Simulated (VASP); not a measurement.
# Fe (P6_3/mmc) in VASP: further runs, part 2 of 2

VASP 6.6.1. Earlier steps stand in the parts before.

**3. Single point, PBEsol+D4, collinear spin, ferromagnetic start**

This run uses another cell than the first one, of 9.66 Å³/atom, 0.980 times its volume.

Input file INCAR:

```
SYSTEM = Fe
PREC = Accurate
ENCUT = 600
EDIFF = 1E-6
ISMEAR = -1
SIGMA = 0.05
LREAL = .False.
LASPH = .True.
NELM = 200
ALGO = Normal
ISIF = 2
LWAVE = .False.
LCHARG = .True.
ISPIN = 2
MAGMOM = 3 3
LORBIT = 11
LMAXMIX = 4
GGA = PS
IVDW = 13
LELF = .True.
LVHAR = .True.
NBANDS = 27
GGA_COMPAT = .False.
```

Input file KPOINTS:

```
regular mesh
0
Gamma
  12 12 7
  0 0 0
```

Input file POSCAR:

```
Fe
1.0
    2.4178204650      0.0000000000      0.0000000000
   -1.2089102325      2.0938939445      0.0000000000
    0.0000000000      0.0000000000      3.8161488980
Fe
2
Direct
    0.6666666667      0.3333333333      0.7500000000
    0.3333333333      0.6666666667      0.2500000000
```

Potentials or basis: VASP PAW PBE potentials, release 64 (Fe_sv).

Run with:

```console
cat potpaw_PBE.64/Fe_sv/POTCAR > POTCAR
mpirun -np 1 vasp_std > vasp.out
```

OUTCAR:

```text
SYSTEM = Fe
   PREC = Accurate
   ENCUT = 600
   EDIFF = 1E-6
   ISMEAR = -1
   LREAL = .False.
   LASPH = .True.
   NELM = 200
   ISIF = 2
   ISPIN = 2
   LORBIT = 11
   GGA = PS
   IVDW = 13

 ion  position               nearest neighbor table
   1  0.667  0.333  0.750-   2 2.36   2 2.36   2 2.36   2 2.36   2 2.36   2 2.36
   2  0.333  0.667  0.250-   1 2.36   1 2.36   1 2.36   1 2.36   1 2.36   1 2.36

  LATTYP: Found a hexagonal cell.
 ALAT       =     2.4178204650
 C/A-ratio  =     1.5783425417

  Lattice vectors:

 A1 = (   2.4178204650,   0.0000000000,   0.0000000000)
 A2 = (  -1.2089102325,   2.0938939445,   0.0000000000)
 A3 = (   0.0000000000,   0.0000000000,   3.8161488980)

Analysis of symmetry for initial positions (statically):
=====================================================================
 Subroutine PRICEL returns:
 Original cell was already a primitive cell.

 Routine SETGRP: Setting up the symmetry group for a
 hexagonal supercell.

 Subroutine GETGRP returns: Found 24 space group operations
 (whereof 12 operations were pure point group operations)
 out of a pool of 24 trial point group operations.

The static configuration has the point symmetry D_3d.
 The point group associated with its full space group is D_6h.

Analysis of symmetry for dynamics (positions and initial velocities):
=====================================================================
 Subroutine PRICEL returns:
 Original cell was already a primitive cell.

 Routine SETGRP: Setting up the symmetry group for a
 hexagonal supercell.

 Subroutine GETGRP returns: Found 24 space group operations
 (whereof 12 operations were pure point group operations)
 out of a pool of 24 trial point group operations.

The dynamic configuration has the point symmetry D_3d.
 The point group associated with its full space group is D_6h.

Analysis of structural, dynamic, and magnetic symmetry:
=====================================================================
 Subroutine PRICEL returns:
 Original cell was already a primitive cell.

 Routine SETGRP: Setting up the symmetry group for a
 hexagonal supercell.

 Subroutine GETGRP returns: Found 24 space group operations
 (whereof 12 operations were pure point group operations)
 out of a pool of 24 trial point group operations.

The overall configuration has the point symmetry D_3d.
 The point group associated with its full space group is D_6h.

 Subroutine INISYM returns: Found 24 space group operations
 (whereof 12 operations are pure point group operations),
 and found     1 'primitive' translations

----------------------------------------------------------------------------------------

                                     Primitive cell

  volume of cell :      19.3199

  direct lattice vectors                    reciprocal lattice vectors
     2.417820465  0.000000000  0.000000000     0.413595639  0.238789553  0.000000000
    -1.208910233  2.093893944  0.000000000     0.000000000  0.477579107  0.000000000
     0.000000000  0.000000000  3.816148898     0.000000000  0.000000000  0.262044283

  length of vectors
     2.417820465  2.417820465  3.816148898     0.477579107  0.477579107  0.262044283

  position of ions in fractional coordinates (direct lattice)
     0.666666667  0.333333333  0.750000000
     0.333333333  0.666666667  0.250000000

  ion indices of the primitive-cell ions
   primitive index   ion index
                 1           1
[... 70 lines left out ...]
   LASPH  =      T    aspherical Exc in radial PAW
   ENCUT  =  600.0 eV  44.10 Ry    6.64 a.u.   4.83  4.83  7.62*2*pi/ulx,y,z
   NELM   =    200;   NELMIN=  2; NELMDL= -5     # of ELM steps
   EDIFF  = 0.1E-05   stopping-criterion for ELM
   LREAL  =      F    real-space projection
   EDIFFG = 0.1E-04   stopping-criterion for IOM
   NSW    =      0    number of steps for IOM
   IBRION =     -1    ionic relax: 0-MD 1-quasi-New 2-CG
   NFREE  =      0    steps in history (QN), initial steepest desc. (CG)
   ISIF   =      2    stress and relaxation
   ISYM   =      2    0-nonsym 1-usesym 2-fastsym
   POTIM  = 0.5000    time-step for ionic-motion
   TEBEG  =    0.0;   TEEND  =   0.0 temperature during run
   PSTRESS=    0.0 pullay stress
   NELECT =      32.0000    total number of electrons
   NUPDOWN=      -1.0000    fix difference up-down
   EMIN   =  10.00;   EMAX   =-10.00  energy-range for DOS
   EFERMI =   0.00;   METHOD = LEGACY
   ISMEAR =    -1;   SIGMA  =   0.05  broadening in eV -4-tet -1-fermi 0-gaus
   EFERMI_NEDOS =   21; number of points for ismear=-14 and -15
   IALGO  =     38    algorithm
   IMIX   =      4    mixing-type and parameters
     AMIX     =   0.40;   BMIX     =  1.00
     AMIX_MAG =   1.60;   BMIX_MAG =  1.00
  volume/ion in A,a.u.               =       9.66        65.19
  Fermi-wavevector in a.u.,A,eV,Ry     =   1.936973  3.660347 51.047193  3.751863
  Thomas-Fermi vector in A             =   2.967670
   LORBIT       =     11    0 simple, 1 ext, 2 COOP (PROOUT), +10 PAW based schemes
   GGA     = PS    functional components
   LHFCALC =     F    Hartree Fock is set to
   AEXX    =    0.0000 exact exchange contribution
   IVDW    =    13    specifies the selected vdW correction
   LEPSILON=     F    determine dielectric tensor
   LRPA    =     F    only Hartree local field effects (RPA)
 spin polarized calculation
  energy-cutoff  :      600.00
  volume of cell :       19.32
 maximum number of plane-waves:       662
 NGX is ok and might be reduce to    20
   NGX =  9   NGY =  9   NGZ = 15

 number of electron      32.0000031 magnetization       0.0016075

 number of electron      32.0000031 magnetization      -0.0001970

 Free energy of the ion-electron system (eV)
  ---------------------------------------------------
  ext. energy  EPLUGINS =         0.00000000
  ---------------------------------------------------
  free energy    TOTEN  =       -18.13463487 eV

  energy without entropy =      -18.11562710  energy(sigma->0) =      -18.12513099

 E-fermi :  14.7729     XC(G=0): -14.9847

 val. band max:       14.7551127704   @ k =   0.3333   0.3333   0.2857
 cond. band min:      14.7766386976   @ k =   0.4167   0.0833   0.4286
 fundamental gap:      0.0215259272
 Fermi energy:        14.7728989020

 spin component 1

 k-point     1 :       0.0000    0.0000    0.0000
  band No.  band energies     occupation
      1     -72.3121      1.00000
      2     -72.1403      1.00000
      3     -38.8366      1.00000
      4     -38.1794      1.00000
      5     -38.1794      1.00000
      6     -38.0634      1.00000
[... 709 lines left out ...]
     26      38.7490      0.00000
     27      40.9116      0.00000

 [... further k-points ...]

 spin component 2

 k-point     1 :       0.0000    0.0000    0.0000
  band No.  band energies     occupation
      1     -72.3123      1.00000
      2     -72.1404      1.00000
      3     -38.8367      1.00000
      4     -38.1795      1.00000
      5     -38.1795      1.00000
      6     -38.0635      1.00000
[... 709 lines left out ...]
     26      38.7489      0.00000
     27      40.9116      0.00000

 [... further k-points ...]

------------------------ aborting loop because EDIFF is reached ----------------------------------------

  DFT-D4 for vdW energy calculation

  Edisp (eV):   -0.47187

  FORCE on cell =-STRESS in cart. coord.  units (eV):
  Direction    XX          YY          ZZ          XY          YZ          ZX
  --------------------------------------------------------------------------------------
  -------------------------------------------------------------------------------------
  Total      -0.40361    -0.40361    -0.15403    -0.00000     0.00000    -0.00000
  in kB     -33.47077   -33.47077   -12.77385    -0.00000     0.00000    -0.00000
  external pressure =      -26.57 kB  Pullay stress =        0.00 kB

 VOLUME and BASIS-vectors are now :
 -----------------------------------------------------------------------------
  energy-cutoff  :      600.00
  volume of cell :       19.32
      direct lattice vectors                 reciprocal lattice vectors
     2.417820465  0.000000000  0.000000000     0.413595639  0.238789553  0.000000000
    -1.208910233  2.093893944  0.000000000     0.000000000  0.477579107  0.000000000
     0.000000000  0.000000000  3.816148898     0.000000000  0.000000000  0.262044283

 POSITION                                       TOTAL-FORCE (eV/Angst)
 -----------------------------------------------------------------------------------
      1.20891      0.69796      2.86211        -0.000000      0.000000      0.000000
     -0.00000      1.39593      0.95404         0.000000      0.000000      0.000000
 -----------------------------------------------------------------------------------
    total drift:                               -0.000000      0.000000     -0.000000

  FREE ENERGIE OF THE ION-ELECTRON SYSTEM (eV)
  ---------------------------------------------------
  free  energy   TOTEN  =       -18.6065053102 eV

  energy  without entropy=      -18.5874975416  energy(sigma->0) =      -18.59700143

 total charge

# of ion       s       p       d       tot
------------------------------------------
    1        2.218   6.065   5.555  13.837
    2        2.218   6.065   5.555  13.837
--------------------------------------------------
tot          4.436  12.129  11.109  27.674

 magnetization (x)

# of ion       s       p       d       tot
------------------------------------------
    1        0.000   0.000  -0.000  -0.000
    2        0.000   0.000  -0.000  -0.000
--------------------------------------------------
tot          0.000   0.000  -0.000  -0.000
```

OSZICAR:

```text
N       E                     dE             d eps       ncg     rms          rms(c)
DAV:   1     0.701838438213E+03    0.70184E+03   -0.20938E+04  8387   0.230E+03
DAV:   2     0.269995248464E+02   -0.67484E+03   -0.64855E+03  8220   0.717E+02
DAV:   3    -0.182708254746E+02   -0.45270E+02   -0.44356E+02  9064   0.237E+02
DAV:   4    -0.194800948686E+02   -0.12093E+01   -0.12086E+01  9642   0.465E+01
DAV:   5    -0.195283678838E+02   -0.48273E-01   -0.48271E-01  9453   0.943E+00    0.266E+01
DAV:   6    -0.179941372730E+02    0.15342E+01   -0.10910E+01  8780   0.699E+01    0.941E+00
DAV:   7    -0.180571040521E+02   -0.62967E-01   -0.13926E+00  9245   0.244E+01    0.612E+00
DAV:   8    -0.181067721794E+02   -0.49668E-01   -0.42730E-02 11464   0.305E+00    0.254E+00
DAV:   9    -0.181332354162E+02   -0.26463E-01   -0.19063E-02 10821   0.203E+00    0.104E+00
DAV:  10    -0.181345987210E+02   -0.13633E-02   -0.53669E-03  9154   0.133E+00    0.272E-01
DAV:  11    -0.181346167567E+02   -0.18036E-04   -0.30991E-04  9870   0.275E-01    0.112E-01
DAV:  12    -0.181346322420E+02   -0.15485E-04   -0.36255E-05 10639   0.103E-01    0.228E-02
DAV:  13    -0.181346350223E+02   -0.27803E-05   -0.40288E-06  8966   0.342E-02    0.803E-03
DAV:  14    -0.181346348706E+02    0.15168E-06   -0.20851E-07  4905   0.865E-03
   1 F= -.18606505E+02 E0= -.18597001E+02  d E =-.190078E-01  mag=     0.0002
```

It took 69 s on 1 thread of AMD EPYC 7R43 (Zen 3), shared host; peak memory 0.15 GiB.

Results:

| Property | Result |
| --- | --- |
| Free energy | -18.6065 eV |
| Pressure | -2.7 GPa |
| Band gap on the k mesh | zero (filled and empty bands overlap) |
| Net moment | 0.00 μB per cell |
| Valence electrons inside the program's atomic spheres | Fe 13.84 |
| Dispersion energy per atom | -0.236 eV |

Caveat: the starting moments collapsed, and a magnetic state may lie lower; the PAW data sets were made with another functional, which shifts forces and pressure a little; pairwise dispersion overbinds metals, which lowers pressure and volume.
